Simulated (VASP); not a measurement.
La4Ag3Sb8Au, 16 atoms in the cell. It takes space group P-42m (No. 111, tetragonal). Conventional cell: a = 6.195 Å, b = 6.195 Å, c = 10.612 Å, α = 90.00°, β = 90.00°, γ = 90.00°. La (site symmetry m) has 8 Sb at 3.22 to 3.39 Å and 1 Au at 3.49 Å and 3 Ag at 3.50 Å within 4.2 Å. Au (site symmetry -42m) has 4 Sb at 2.84 Å and 4 Ag at 3.10 Å and 4 La at 3.49 Å within 3.7 Å. Within 3.7 Å of Ag (site symmetry -42m) lie 4 Sb at 2.84 Å and 4 Ag at 3.10 Å and 4 La at 3.50 Å. Within 3.7 Å of Ag (site symmetry 222) lie 4 Sb at 2.84 Å and 2 Au at 3.10 Å and 2 Ag at 3.10 Å and 4 La at 3.50 Å. Sb (site symmetry m) has 3 Ag at 2.84 Å and 1 Au at 2.84 Å and 4 La at 3.22 to 3.24 Å within 3.7 Å. Sb (site symmetry -42m) has 4 Sb at 3.10 Å and 4 La at 3.38 Å within 4.1 Å. Within 4.1 Å of Sb (site symmetry -42m) lie 4 Sb at 3.10 Å and 4 La at 3.39 Å. Sb (site symmetry 222) has 4 Sb at 3.10 Å and 4 La at 3.38 Å within 4.1 Å. 

| Quantity | Value |
| --- | --- |
| Program | VASP 6.6.1 |
| Task | single point |
| Functional | PBEsol |
| Potentials or basis | VASP PAW PBE potentials, release 64 (La, Au, Ag, Sb) |
| Cutoff | 520 eV |
| k mesh | 6 × 6 × 4 |
| Occupations | gaussian, width 0.1 eV |
| Spin | no spin polarisation |
| Dipole correction | no |
| Further INCAR settings | LREAL = Auto; ALGO = Normal; EDIFF = 1e-07; NBANDS = 78 |

Potentials or basis: VASP PAW PBE potentials, release 64 (La, Au, Ag, Sb).

Launch:

```bash
$ cat potpaw_PBE.64/La/POTCAR potpaw_PBE.64/Au/POTCAR potpaw_PBE.64/Ag/POTCAR potpaw_PBE.64/Sb/POTCAR > POTCAR
$ mpirun -np 1 vasp_std > vasp.out
```

Hardware: 1 thread of AMD EPYC 7R43 64-Core Processor (Zen 3), with other jobs on the host.

Task: Estimate the wall time of this run.

Result: It took 32 min on 1 thread of AMD EPYC 7R43 64-Core Processor (Zen 3), with other jobs on the host, peak memory 0.79 GiB. Counts: scf iterations 21, k points 30.
